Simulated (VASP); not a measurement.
# NiO in VASP: further runs, part 2 of 2

VASP 6.6.1. The steps go on from the part before.

### 3 Single point, PBE+U, collinear spin, antiferromagnetic start

This run uses another cell than the first one, of the same volume but with other edges.

INCAR

```
  ALGO = Normal
  EDIFF = 1E-7
  ENCUT = 520
  GGA = PE
  ISIF = 2
  ISMEAR = 0
  ISPIN = 2
  LASPH = True
  LCHARG = False
  LDAU = True
  LDAUJ = 0 0
  LDAUL = 2 -1
  LDAUPRINT = 1
  LDAUTYPE = 2
  LDAUU = 6.2 0
  LMAXMIX = 4
  LORBIT = 11
  LREAL = False
  LWAVE = False
  MAGMOM = 2 -2 0 0
  NBANDS = 28
  NELM = 150
  PREC = Accurate
  SIGMA = 0.05
```

KPOINTS

```
k-points
0
Gamma
  8 8 6
```

POSCAR

```
NiO
1.0
    0.0000000000      2.1337902789     -2.1337902789
    0.0000000000      2.1337902789      2.1337902789
    4.2675805578      0.0000000000      0.0000000000
Ni O
2 2
Direct
    0.0000000000      0.0000000000      0.0000000000
    0.5000000000      0.5000000000      0.5000000000
    0.0000000000      1.0000000000      0.5000000000
    0.5000000000      1.5000000000      1.0000000000
```

Potentials or basis: VASP PAW PBE potentials, release 64 (Ni, O).

Started as:

```
cat potpaw_PBE.64/Ni/POTCAR potpaw_PBE.64/O/POTCAR > POTCAR
mpirun -np 1 vasp_std > vasp.out
```

OUTCAR:

```text
EDIFF = 1E-7
   ENCUT = 520
   GGA = PE
   ISIF = 2
   ISMEAR = 0
   ISPIN = 2
   LASPH = True
   LORBIT = 11
   LREAL = False
   NELM = 150
   PREC = Accurate

 ion  position               nearest neighbor table
   1  0.000  0.000  0.000-   3 2.13   4 2.13   3 2.13   4 2.13   4 2.13   4 2.13   2 3.02   2 3.02
                             2 3.02   2 3.02   2 3.02   2 3.02   2 3.02   2 3.02
   2  0.500  0.500  0.500-   3 2.13   4 2.13   4 2.13   3 2.13   3 2.13   3 2.13   1 3.02   1 3.02
[... 1822 lines left out ...]
      direct lattice vectors                 reciprocal lattice vectors
     0.000000000  2.133790279 -2.133790279     0.000000000  0.234324809 -0.234324809
     0.000000000  2.133790279  2.133790279     0.000000000  0.234324809  0.234324809
     4.267580558  0.000000000  0.000000000     0.234324809  0.000000000  0.000000000

 POSITION                                       TOTAL-FORCE (eV/Angst)
 -----------------------------------------------------------------------------------
      0.00000      0.00000      0.00000        -0.000000      0.000000     -0.000000
      2.13379      2.13379      0.00000         0.000000      0.000000     -0.000000
      2.13379      0.00000      0.00000        -0.000000      0.000000      0.000000
      0.00000      2.13379      0.00000         0.000000     -0.000000     -0.000000
 -----------------------------------------------------------------------------------
    total drift:                               -0.000000     -0.000000     -0.000000

  FREE ENERGIE OF THE ION-ELECTRON SYSTEM (eV)
  ---------------------------------------------------
  free  energy   TOTEN  =       -20.2689963945 eV

  energy  without entropy=      -20.2689963945  energy(sigma->0) =      -20.26899639

 total charge

# of ion       s       p       d       tot
------------------------------------------
    1        0.327   0.379   8.169   8.875
    2        0.327   0.379   8.169   8.875
    3        1.548   3.450   0.000   4.998
    4        1.548   3.450   0.000   4.998
--------------------------------------------------
tot          3.750   7.658  16.338  27.745

 magnetization (x)

# of ion       s       p       d       tot
------------------------------------------
    1        0.015   0.015   1.809   1.839
    2       -0.015  -0.015  -1.809  -1.839
    3       -0.006  -0.050   0.000  -0.055
    4        0.006   0.050   0.000   0.055
--------------------------------------------------
tot          0.000   0.000   0.000   0.000
```

OSZICAR:

```text
N       E                     dE             d eps       ncg     rms          rms(c)
DAV:   1     0.260089392235E+03    0.26009E+03   -0.14766E+04  6992   0.150E+03
DAV:   2     0.919114145111E+01   -0.25090E+03   -0.22339E+03  6864   0.333E+02
DAV:   3    -0.187021684391E+02   -0.27893E+02   -0.26497E+02  7456   0.121E+02
DAV:   4    -0.192669064305E+02   -0.56474E+00   -0.56281E+00  7136   0.176E+01
DAV:   5    -0.192766315723E+02   -0.97251E-02   -0.97240E-02  7892   0.225E+00    0.207E+01
DAV:   6    -0.187655578812E+02    0.51107E+00   -0.17316E+01  8896   0.950E+01    0.247E+01
DAV:   7    -0.196356325025E+02   -0.87007E+00   -0.41081E+00  7816   0.341E+01    0.121E+01
DAV:   8    -0.200232899108E+02   -0.38766E+00   -0.65027E-01  8220   0.898E+00    0.811E+00
DAV:   9    -0.202515324747E+02   -0.22824E+00   -0.10651E-01  7744   0.950E+00    0.121E+00
DAV:  10    -0.202667465834E+02   -0.15214E-01   -0.61942E-02  8704   0.341E+00    0.486E-01
DAV:  11    -0.202683766911E+02   -0.16301E-02   -0.15381E-02  7052   0.111E+00    0.216E-01
DAV:  12    -0.202687125340E+02   -0.33584E-03   -0.19583E-04  8096   0.190E-01    0.102E-01
DAV:  13    -0.202689768946E+02   -0.26436E-03   -0.13348E-04  7268   0.295E-01    0.331E-02
DAV:  14    -0.202689956840E+02   -0.18789E-04   -0.92817E-05  7232   0.824E-02    0.734E-03
DAV:  15    -0.202689964187E+02   -0.73474E-06   -0.41582E-06  7436   0.173E-02    0.394E-03
DAV:  16    -0.202689963945E+02    0.24191E-07   -0.31648E-07  6972   0.788E-03
   1 F= -.20268996E+02 E0= -.20268996E+02  d E =-.650248E-13  mag=    -0.0000
```

It took 42 s on 1 thread of Intel Xeon 6975P-C (Granite Rapids), shared host; peak memory 0.22 GiB.

Results:

```yaml
Free_energy: -20.2690 eV
Pressure: -8.0 GPa
Band_gap_on_the_k_mesh: 2.43 eV
Net_moment: 0.00 μB per cell
Site_moments: Ni +1.84, -1.84; O -0.06, +0.06 μB
Valence_electrons_inside_the_program's_atomic_spheres: Ni 8.88; O 5.00
```

Levels at points of the mesh, in eV from the valence-band top:
Spin up:
| k point | band 14 | band 15 | band 16 | band 17 | band 18 | band 19 |
| --- | --- | --- | --- | --- | --- | --- |
| (0.00, 0.00, 0.00) | -1.10 | -1.09 | -1.09 | 2.43 | 2.73 | 2.91 |
| (0.50, 0.00, 0.00) | -1.94 | -1.68 | -0.19 | 3.10 | 4.61 | 7.84 |
| (0.50, 0.50, 0.00) | -2.39 | -2.39 | -2.33 | 3.03 | 3.19 | 6.59 |
| (0.00, 0.00, 0.50) | -1.43 | -1.37 | -1.37 | 2.73 | 3.06 | 6.02 |
| (0.50, 0.00, 0.50) | -1.96 | 0.00 | 0.00 | 4.62 | 4.62 | 6.55 |
| (0.50, 0.50, 0.50) | -2.59 | -2.59 | -1.90 | 3.20 | 3.70 | 8.86 |
Spin down:
| k point | band 13 | band 14 | band 15 | band 16 | band 17 | band 18 | band 19 | band 20 |
| --- | --- | --- | --- | --- | --- | --- | --- | --- |
| (0.00, 0.00, 0.00) | -2.40 | -1.10 | -1.09 | -1.09 | 2.43 | 2.73 | 2.91 | 6.86 |
| (0.50, 0.00, 0.00) | -2.41 | -1.94 | -1.68 | -0.19 | 3.10 | 4.61 | 7.84 | 8.08 |
| (0.50, 0.50, 0.00) | -2.45 | -2.39 | -2.39 | -2.33 | 3.03 | 3.19 | 6.59 | 7.12 |
| (0.00, 0.00, 0.50) | -1.43 | -1.43 | -1.37 | -1.37 | 2.73 | 3.06 | 6.02 | 6.85 |
| (0.50, 0.00, 0.50) | -2.09 | -1.96 | 0.00 | 0.00 | 4.62 | 4.62 | 6.55 | 6.61 |
| (0.50, 0.50, 0.50) | -2.91 | -2.59 | -2.59 | -1.90 | 3.20 | 3.70 | 8.86 | 9.53 |

Eigenvalues of the final occupation matrices:
```csv
site,spin,trace,eigenvalues
site 1 d,1,5.00,0.98 0.98 0.98 1.03 1.03
site 1 d,2,3.19,0.12 0.13 0.98 0.98 0.98
site 2 d,1,3.19,0.12 0.13 0.98 0.98 0.98
site 2 d,2,5.00,0.98 0.98 0.98 1.03 1.03
```

A k mesh can miss the band edges. The state reached can hang on the start; a lower one may exist.

### 4 Single point, PBE+U, collinear spin, antiferromagnetic start

This run uses another cell than the first one, of 9.60 Å³/atom, 0.988 times its volume.

INCAR

```
SYSTEM = NiO
PREC = Accurate ; ENCUT = 520
EDIFF = 1E-7 ; ISMEAR = 0
SIGMA = 0.05 ; LREAL = .False.
LASPH = .True. ; NELM = 150
ALGO = Normal ; ISIF = 2
LWAVE = .False. ; LCHARG = .False.
ISPIN = 2 ; MAGMOM = 1.86 -1.86 0 0
LORBIT = 11 ; LMAXMIX = 4
LDAU = .True. ; LDAUTYPE = 2
LDAUL = 2 -1 ; LDAUU = 6.2 0
LDAUJ = 0 0 ; LDAUPRINT = 1
GGA = PE ; NBANDS = 28
```

KPOINTS

```
Automatic mesh
0
Gamma
  10 10 10
  0 0 0
```

POSCAR

```
NiO
1.0
   -2.1228606222     -2.1228606222      4.2491416672
   -4.2491416672     -2.1228606222      2.1228606222
   -2.1228606222     -4.2491416672      2.1228606222
Ni O
2 2
Direct
    0.0000000000      0.0000000000      0.0000000000
    0.5000000000      0.5000000000      0.5000000000
    1.2500000003     -0.7499999997     -0.7499999997
    1.7499999997     -0.2500000003     -0.2500000003
```

Started as:

```
cat potpaw_PBE.64/Ni/POTCAR potpaw_PBE.64/O/POTCAR > POTCAR
mpirun -np 1 vasp_std > vasp.out
```

Wall time 5 min (1 thread of Intel Xeon 6975P-C (Granite Rapids), shared host); peak memory 0.4 GiB.

Results (log left out):

```
Free energy                                           : -20.4341 eV
Pressure                                              : -8.0 GPa
Band gap on the k mesh                                : 3.04 eV
Net moment                                            : 0.00 μB per cell
Site moments                                          : Ni +1.76, -1.76; O +0.00 μB
Valence electrons inside the program's atomic spheres : Ni 8.91; O 5.00
```

Levels at points of the mesh, in eV from the valence-band top:
Spin up:
| k point | band 13 | band 14 | band 15 | band 16 | band 17 | band 18 | band 19 | band 20 |
| --- | --- | --- | --- | --- | --- | --- | --- | --- |
| (0.00, 0.00, 0.00) | -0.70 | -0.68 | -0.68 | -0.66 | 3.04 | 4.24 | 4.24 | 7.14 |
| (0.50, 0.00, 0.00) | -1.87 | -1.66 | -1.22 | -0.58 | 4.17 | 4.19 | 8.74 | 9.04 |
| (0.50, 0.50, 0.00) | -1.98 | -1.96 | -0.63 | -0.52 | 4.41 | 4.54 | 7.15 | 7.49 |
| (0.50, 0.50, 0.50) | -1.25 | -1.25 | 0.00 | 0.00 | 4.11 | 4.11 | 5.74 | 5.86 |
Spin down:
```csv
k point,band 13,band 14,band 15,band 16,band 17,band 18,band 19,band 20
"(0.00, 0.00, 0.00)",-0.70,-0.68,-0.68,-0.66,3.04,4.24,4.24,7.14
"(0.50, 0.00, 0.00)",-1.87,-1.66,-1.22,-0.58,4.17,4.19,8.74,9.04
"(0.50, 0.50, 0.00)",-1.98,-1.96,-0.63,-0.52,4.41,4.54,7.15,7.49
"(0.50, 0.50, 0.50)",-1.25,-1.25,0.00,0.00,4.11,4.11,5.74,5.86
```

Eigenvalues of the final occupation matrices:
```csv
site,spin,trace,eigenvalues
site 1 d,1,4.99,0.98 0.98 0.98 1.02 1.02
site 1 d,2,3.23,0.14 0.14 0.98 0.98 0.98
site 2 d,1,3.23,0.14 0.14 0.98 0.98 0.98
site 2 d,2,4.99,0.98 0.98 0.98 1.02 1.02
```

A k mesh can miss the band edges. The state reached can hang on the start; a lower one may exist.

### 5 Overview

| cell | k mesh | gap on the mesh (eV) | pressure (GPa) | moment (μB) |
| --- | --- | --- | --- | --- |
| a = 5.227 Å, angles 33.6°, 4 atoms | 5 × 5 × 5 | 2.99 | -9.7 | 0.00 |
| a = 3.018, b = 3.018, c = 4.268 Å, 4 atoms | 8 × 8 × 6 | 2.43 | -8.0 | 0.00 |
| a = 5.203 Å, angles 33.6°, 4 atoms | 10 × 10 × 10 | 3.04 | -8.0 | 0.00 |

Alike in all rows: task single point; level PBE+U; potentials or basis VASP PAW PBE potentials, release 64 (Ni, O); spin collinear, antiferromagnetic start; Ni d U = 6.2 eV; cutoff (eV) 520; smearing gaussian 0.05 eV.

Caveats: some runs use coarse meshes.

Absolute energies hang on the potentials; compare differences alone.
